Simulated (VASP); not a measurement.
Here is a VASP 6.6.1 calculation.

The input POSCAR:

```
CdSe
1.0
    4.3460853832      0.0000000000      0.0000000000
   -2.1730426916      3.7638203488      0.0000000000
    0.0000000000      0.0000000000      7.0898398800
Cd Se
2 2
Direct
    0.6666666667      0.3333333333      0.4999533600
    0.3333333333      0.6666666667      0.9999533600
    0.6666666667      0.3333333333      0.8759066400
    0.3333333333      0.6666666667      0.3759066400
```

INCAR.step1

```
SYSTEM = CdSe
PREC = Accurate
ENCUT = 520
ISMEAR = -1
SIGMA = 0.01
LREAL = .False.
LASPH = .True.
NELM = 100
NBANDS = 26
GGA = PE
ALGO = Normal
EDIFF = 1E-4
LWAVE = .True.
LCHARG = .False.
```

The input INCAR.step2:

```
SYSTEM = CdSe
PREC = Accurate
ENCUT = 520
EDIFF = 1E-6
ISMEAR = -1
SIGMA = 0.01
LREAL = .False.
LASPH = .True.
NELM = 100
ALGO = Normal
ISIF = 2
LWAVE = .False.
LCHARG = .False.
METAGGA = R2SCAN
LMIXTAU = .True.
NBANDS = 26
ISTART = 1
```

Contents of KPOINTS:

```
regular mesh
0
Gamma
  8 8 5
  0 0 0
```

Potentials or basis: VASP PAW PBE potentials, release 64 (Cd, Se).

Command:

```sh
$ cat potpaw_PBE.64/Cd/POTCAR potpaw_PBE.64/Se/POTCAR > POTCAR
$ cp INCAR.step1 INCAR
$ mpirun -np 1 vasp_std > vasp.out
$ cp INCAR.step2 INCAR
$ mpirun -np 1 vasp_std > vasp.out
```

Question: Estimate the largest force.

Answer: 0.003 eV/Å.

Question: What does it give for the band gap on the k mesh?

Answer: 1.08 eV.

Forces in eV/Å, atoms in the order of the input:
```
Cd   0.000  0.000  0.003
Cd   0.000  0.000  0.003
Se   0.000  0.000 -0.003
Se   0.000  0.000 -0.003
```

Caveat: the PAW data sets were made with another functional, which shifts forces and pressure a little.
